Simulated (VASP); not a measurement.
A run of VASP 6.6.1 is set up as follows.

File POSCAR:

```
AlAs
1.0
    0.0000000000      2.8389251756      2.8389251756
    2.8389251756      0.0000000000      2.8389251756
    2.8389251756      2.8389251756      0.0000000000
Al As
1 1
Direct
    0.0000000000      0.0000000000      0.0000000000
    0.2500000000      0.2500000000      0.2500000000
```

File INCAR.step1:

```
ALGO     = Normal         # electronic algorithm
EDIFF    = 1E-8           # SCF threshold, eV
ENCUT    = 500            # plane-wave cutoff, eV
GGA      = PE             # functional
ISMEAR   = 0              # smearing method
LASPH    = True           # aspherical terms in the spheres
LCHARG   = False          # write CHGCAR
LREAL    = False          # projectors in reciprocal space
LWAVE    = True           # write WAVECAR
NELM     = 60             # most SCF steps
PREC     = Accurate       # precision mode
SIGMA    = 0.01           # smearing width, eV
```

Contents of INCAR.step2:

```
ALGO     = Exact          # electronic algorithm
EDIFF    = 1E-8           # SCF threshold, eV
ENCUT    = 500            # plane-wave cutoff, eV
GGA      = PE             # functional
ISMEAR   = 0              # smearing method
ISTART   = 1            
LASPH    = True           # aspherical terms in the spheres
LCHARG   = False          # write CHGCAR
LOPTICS  = True           # frequency-dependent dielectric function
LREAL    = False          # projectors in reciprocal space
LWAVE    = True           # write WAVECAR
NBANDS   = 78             # bands
NELM     = 1              # most SCF steps
PREC     = Accurate       # precision mode
SIGMA    = 0.01           # smearing width, eV
```

The input INCAR.step3:

```
ALGO     = EVGW0          # electronic algorithm
EDIFF    = 1E-8           # SCF threshold, eV
ENCUT    = 500            # plane-wave cutoff, eV
ENCUTGW  = 80.0           # cutoff of the response function
GGA      = PE             # functional
ISMEAR   = 0              # smearing method
ISTART   = 1            
LASPH    = True           # aspherical terms in the spheres
LCHARG   = False          # write CHGCAR
LREAL    = False          # projectors in reciprocal space
LWAVE    = False          # write WAVECAR
NBANDS   = 78             # bands
NBANDSGW = 12           
NELMGW   = 1            
NOMEGA   = 48             # frequency points
PREC     = Accurate       # precision mode
PRECFOCK = Fast         
SIGMA    = 0.01           # smearing width, eV
```

Contents of KPOINTS:

```
k-points
0
Gamma
  4 4 4
```

Potentials or basis: VASP PAW PBE potentials, release 64 (Al_GW, As_GW).

Command:

```console
$ cat potpaw_PBE.64/Al_GW/POTCAR potpaw_PBE.64/As_GW/POTCAR > POTCAR
$ cp INCAR.step1 INCAR
$ mpirun -np 1 vasp_std > vasp.out
$ cp INCAR.step2 INCAR
$ mpirun -np 1 vasp_std > vasp.out
$ cp INCAR.step3 INCAR
$ mpirun -np 1 vasp_std > vasp.out
```

Q: What does it give for the quasiparticle gap?

A: 1.86 eV.

Q: Estimate the least direct quasiparticle gap.

A: 2.89 eV.

Q: Estimate the band gap of the starting levels on the mesh.

A: 1.43 eV.

Caveat: the k points lie up to 0.48 Å⁻¹ apart; bands, screening cutoff and mesh are small and nothing is extrapolated, so the quasiparticle values aren't converged.
